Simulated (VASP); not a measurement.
Here is a VASP 6.6.1 calculation.

The input INCAR:

```
  PREC = Accurate
  ENCUT = 520
  EDIFF = 1E-6
  ISMEAR = 0
  SIGMA = 0.05
  LREAL = False
  LASPH = True
  NELM = 100
  ALGO = Normal
  ISIF = 2
  LWAVE = False
  LCHARG = False
  GGA = CA
  NBANDS = 16
```

The input KPOINTS:

```
Automatic mesh
0
Gamma
  9 9 6
```

The input POSCAR:

```
AlN
1.0
    3.0886152983      0.0000000000     -0.4632922947
   -1.5443076491      2.6748193108      0.2316461474
   -0.7415376399      0.0000000000      5.0755779659
Al N
2 2
Direct
    0.3504512143      0.6632238939      0.0100314537
    0.6872273205      0.3367761061      0.5100314537
    0.3257773798      0.6892332944      0.3749685463
    0.6365440854      0.3107667056      0.8749685463
```

Potentials or basis: VASP PAW LDA potentials, release 64 (Al, N).

Command:

```console
$ cat potpaw_LDA.64/Al/POTCAR potpaw_LDA.64/N/POTCAR > POTCAR
$ mpirun -np 1 vasp_std > vasp.out
```

**Question.** What does it give for the pressure?

**Answer.** -3.5 GPa.

**Question.** What does it give for the largest force?

**Answer.** 0.029 eV/Å.

Forces on the atoms (eV/Å):
```
Al   0.026 -0.012 -0.002
Al   0.026  0.012 -0.002
N   -0.026 -0.011  0.002
N   -0.026  0.011  0.002
```

Caveat: the cell differs from its parent crystal (engineering shear strain xz -0.3000, normal strain along z +0.0267).
